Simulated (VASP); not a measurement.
# CaAs2Pd2 (I4/mmm) in VASP: single point with LDA

Aim: the single point of CaAs2Pd2 with LDA.

Everything below comes from runs of VASP 6.6.1. Logs are shortened: lines on timing, memory, paths and dates and some standing lists are left out, and cuts for length are marked.

### 1 The cell of the first run

Symmetry: I4/mmm, No. 139, tetragonal system. The conventional cell has a = 4.235 Å, b = 4.235 Å, c = 10.032 Å, α = 90.00°, β = 90.00°, γ = 90.00°. Ca (site symmetry 4/mmm) has 10 As at 3.23 to 3.80 Å and 8 Pd at 3.28 Å and 4 Ca at 4.23 Å within 4.3 Å. As (site symmetry 4mm) has 1 As at 2.43 Å and 4 Pd at 2.48 Å and 4 Ca at 3.23 Å within 3.3 Å. Within 3.3 Å of Pd (site symmetry -4m2) lie 4 As at 2.48 Å and 4 Pd at 2.99 Å and 4 Ca at 3.28 Å.

### 2 Single point, LDA

INCAR reads:

```
  PREC = Accurate
  ENCUT = 500
  EDIFF = 1E-6
  ISMEAR = 0
  SIGMA = 0.1
  LREAL = False
  LASPH = True
  NELM = 120
  ALGO = Normal
  ISIF = 2
  LWAVE = False
  LCHARG = False
  NBANDS = 28
  GGA_COMPAT = False
```

KPOINTS reads:

```
regular mesh
0
Gamma
  12 12 12
```

POSCAR reads:

```
CaAs2Pd2
1.0
   -2.1172978654      2.1172978654      5.0158292698
    2.1172978654     -2.1172978654      5.0158292698
    2.1172978654      2.1172978654     -5.0158292698
Ca As Pd
1 2 2
Direct
    0.0000000000      0.0000000000      0.0000000000
    0.3790682160      0.3790682160      0.0000000000
    0.6209317840      0.6209317840      0.0000000000
    0.7500000000      0.2500000000      0.5000000000
    0.2500000000      0.7500000000      0.5000000000
```

Potentials or basis: VASP PAW LDA potentials, release 64 (Ca_sv, As, Pd).

Started as:

```console
$ cat potpaw_LDA.64/Ca_sv/POTCAR potpaw_LDA.64/As/POTCAR potpaw_LDA.64/Pd/POTCAR > POTCAR
$ mpirun -np 1 vasp_std > vasp.out
```

OUTCAR:

```text
PREC = Accurate
   ENCUT = 500
   EDIFF = 1E-6
   ISMEAR = 0
   LREAL = False
   LASPH = True
   NELM = 120
   ISIF = 2

 ion  position               nearest neighbor table
   1  0.000  0.000  0.000-   4 3.28   5 3.28   4 3.28   5 3.28   4 3.28   5 3.28   4 3.28   5 3.28

   2  0.379  0.379  0.000-   3 2.43   4 2.48   5 2.48   5 2.48   4 2.48
   3  0.621  0.621  0.000-   2 2.43   4 2.48   5 2.48   4 2.48   5 2.48
   4  0.750  0.250  0.500-   2 2.48   3 2.48   2 2.48   3 2.48   5 2.99   5 2.99   5 2.99   5 2.99
                             1 3.28   1 3.28   1 3.28   1 3.28
   5  0.250  0.750  0.500-   2 2.48   3 2.48   2 2.48   3 2.48   4 2.99   4 2.99   4 2.99   4 2.99
                             1 3.28   1 3.28   1 3.28   1 3.28

  LATTYP: Found a body centered tetragonal cell.
 ALAT       =     4.2345957308
 C/A-ratio  =     2.3689766810

  Lattice vectors:

 A1 = (  -2.1172978654,   2.1172978654,   5.0158292698)
 A2 = (   2.1172978654,  -2.1172978654,   5.0158292698)
 A3 = (   2.1172978654,   2.1172978654,  -5.0158292698)

Analysis of symmetry for initial positions (statically):
=====================================================================
 Subroutine PRICEL returns:
 Original cell was already a primitive cell.

 Routine SETGRP: Setting up the symmetry group for a
 body centered tetragonal supercell.

 Subroutine GETGRP returns: Found 16 space group operations
 (whereof 16 operations were pure point group operations)
 out of a pool of 16 trial point group operations.

The static configuration has the point symmetry D_4h.

Analysis of symmetry for dynamics (positions and initial velocities):
=====================================================================
 Subroutine PRICEL returns:
 Original cell was already a primitive cell.

 Routine SETGRP: Setting up the symmetry group for a
 body centered tetragonal supercell.

 Subroutine GETGRP returns: Found 16 space group operations
 (whereof 16 operations were pure point group operations)
 out of a pool of 16 trial point group operations.

The dynamic configuration has the point symmetry D_4h.

 Subroutine INISYM returns: Found 16 space group operations
 (whereof 16 operations are pure point group operations),
 and found     1 'primitive' translations

----------------------------------------------------------------------------------------

                                     Primitive cell

  volume of cell :      89.9429
[... 96 lines left out ...]
   LREAL  =      F    real-space projection
   EDIFFG = 0.1E-04   stopping-criterion for IOM
   NSW    =      0    number of steps for IOM
   IBRION =     -1    ionic relax: 0-MD 1-quasi-New 2-CG
   NFREE  =      0    steps in history (QN), initial steepest desc. (CG)
   ISIF   =      2    stress and relaxation
   ISYM   =      2    0-nonsym 1-usesym 2-fastsym
   POTIM  = 0.5000    time-step for ionic-motion
   TEBEG  =    0.0;   TEEND  =   0.0 temperature during run
   PSTRESS=    0.0 pullay stress
   NELECT =      40.0000    total number of electrons
   NUPDOWN=      -1.0000    fix difference up-down
   EMIN   =  10.00;   EMAX   =-10.00  energy-range for DOS
   EFERMI =   0.00;   METHOD = LEGACY
   ISMEAR =     0;   SIGMA  =   0.10  broadening in eV -4-tet -1-fermi 0-gaus
   EFERMI_NEDOS =   21; number of points for ismear=-14 and -15
   IALGO  =     38    algorithm
   IMIX   =      4    mixing-type and parameters
     AMIX     =   0.40;   BMIX     =  1.00
     AMIX_MAG =   1.60;   BMIX_MAG =  1.00
  volume/ion in A,a.u.               =      17.99       121.39
  Fermi-wavevector in a.u.,A,eV,Ry     =   1.249605  2.361410 21.245655  1.561512
  Thomas-Fermi vector in A             =   2.383637
   LORBIT       =      0    0 simple, 1 ext, 2 COOP (PROOUT), +10 PAW based schemes
   GGA     = CA    functional components
   LHFCALC =     F    Hartree Fock is set to
   AEXX    =    0.0000 exact exchange contribution
   IVDW    =     0    specifies the selected vdW correction
   LEPSILON=     F    determine dielectric tensor
   LRPA    =     F    only Hartree local field effects (RPA)
 non-spin polarized calculation
 Gauss-broadening in eV      SIGMA  =   0.10
  energy-cutoff  :      500.00
  volume of cell :       89.94
 maximum number of plane-waves:      2298
 NGX is ok and might be reduce to    48
   NGX = 21   NGY = 21   NGZ = 21

 number of electron      40.0000001 magnetization

 Free energy of the ion-electron system (eV)
  ---------------------------------------------------
  ext. energy  EPLUGINS =         0.00000000
  ---------------------------------------------------
  free energy    TOTEN  =       -29.92576631 eV

  energy without entropy =      -29.91797173  energy(sigma->0) =      -29.92186902

 E-fermi :   7.4750     XC(G=0): -11.4715

 val. band max:        7.4723853101   @ k =   0.0833  -0.0000   0.0000
 cond. band min:       7.4837530814   @ k =  -0.0833  -0.2500   0.0833
 fundamental gap:      0.0113677713
 Fermi energy:         7.4749941332

 k-point     1 :       0.0000    0.0000    0.0000
  band No.  band energies     occupation
      1     -33.0583      2.00000
      2     -14.3957      2.00000
      3     -14.3957      2.00000
      4     -14.3819      2.00000
      5      -6.0862      2.00000
      6      -3.2684      2.00000
[... 733 lines left out ...]
     27      11.8675      0.00000
     28      12.3770      0.00000

 [... further k-points ...]

------------------------ aborting loop because EDIFF is reached ----------------------------------------

  FORCE on cell =-STRESS in cart. coord.  units (eV):
  Direction    XX          YY          ZZ          XY          YZ          ZX
  --------------------------------------------------------------------------------------
  -------------------------------------------------------------------------------------
  Total        0.2880991      0.2880991      0.3347947      0.0000000     -0.0000000     -0.0000000
  in kB        5.1319906      5.1319906      5.9637919      0.0000000     -0.0000000     -0.0000000
  external PRESSURE =       5.4092577 kB  Pullay stress =       0.0000000 kB

 VOLUME and BASIS-vectors are now :
 -----------------------------------------------------------------------------
  energy-cutoff  :      500.00
  volume of cell :       89.94
      direct lattice vectors                 reciprocal lattice vectors
    -2.117297865  2.117297865  5.015829270     0.000000000  0.236150052  0.099684414
     2.117297865 -2.117297865  5.015829270     0.236150052  0.000000000  0.099684414
     2.117297865  2.117297865 -5.015829270     0.236150052  0.236150052  0.000000000

 POSITION                                       TOTAL-FORCE (eV/Angst)
 -----------------------------------------------------------------------------------
      0.00000      0.00000      0.00000        -0.000000     -0.000000     -0.000000
      0.00000      0.00000      3.80268        -0.000000     -0.000000      0.013798
      0.00000      0.00000      6.22898         0.000000      0.000000     -0.013798
     -0.00000      2.11730      2.50791        -0.000000     -0.000000     -0.000000
      2.11730     -0.00000      2.50791        -0.000000     -0.000000     -0.000000
 -----------------------------------------------------------------------------------
    total drift:                                0.000000     -0.000000      0.000000

  FREE ENERGIE OF THE ION-ELECTRON SYSTEM (eV)
  ---------------------------------------------------
  free  energy   TOTEN  =       -29.9257663089 eV

  energy  without entropy=      -29.9179717279  energy(sigma->0) =      -29.92186902
```

OSZICAR:

```text
N       E                     dE             d eps       ncg     rms          rms(c)
DAV:   1     0.263431705322E+03    0.26343E+03   -0.18796E+04  9128   0.132E+03
DAV:   2    -0.173911920654E+02   -0.28082E+03   -0.27172E+03  9760   0.317E+02
DAV:   3    -0.301168454628E+02   -0.12726E+02   -0.12503E+02 12508   0.629E+01
DAV:   4    -0.305696285159E+02   -0.45278E+00   -0.45115E+00 14372   0.967E+00
DAV:   5    -0.305744393742E+02   -0.48109E-02   -0.48092E-02 11648   0.994E-01    0.131E+01
DAV:   6    -0.301232043354E+02    0.45124E+00   -0.36524E+00 11272   0.138E+01    0.741E+00
DAV:   7    -0.299710004521E+02    0.15220E+00   -0.80852E-01 11236   0.722E+00    0.424E+00
DAV:   8    -0.299284449686E+02    0.42555E-01   -0.84470E-02 10556   0.198E+00    0.423E-01
DAV:   9    -0.299257870266E+02    0.26579E-02   -0.11256E-02 11128   0.700E-01    0.205E-01
DAV:  10    -0.299257744791E+02    0.12548E-04   -0.14530E-03 12032   0.237E-01    0.953E-02
DAV:  11    -0.299257688815E+02    0.55975E-05   -0.22158E-04 11644   0.950E-02    0.178E-02
DAV:  12    -0.299257667437E+02    0.21378E-05   -0.30207E-05 11360   0.395E-02    0.779E-03
DAV:  13    -0.299257663089E+02    0.43484E-06   -0.41032E-06 10320   0.150E-02
   1 F= -.29925766E+02 E0= -.29921869E+02  d E =-.779458E-02
```

It took 18 min on 1 thread of Intel Xeon 8259CL, shared host; peak memory 0.56 GiB.

What came out:

- Free energy: -29.9258 eV
- Pressure: 0.5 GPa
- Largest force: 0.014 eV/Å
- Band gap on the k mesh: zero (bands 20 and 21 overlap by 2.19 eV)

Forces on the atoms (eV/Å):
```
Ca   0.000  0.000  0.000
As   0.000  0.000  0.014
As   0.000  0.000 -0.014
Pd   0.000  0.000  0.000
Pd   0.000  0.000  0.000
```
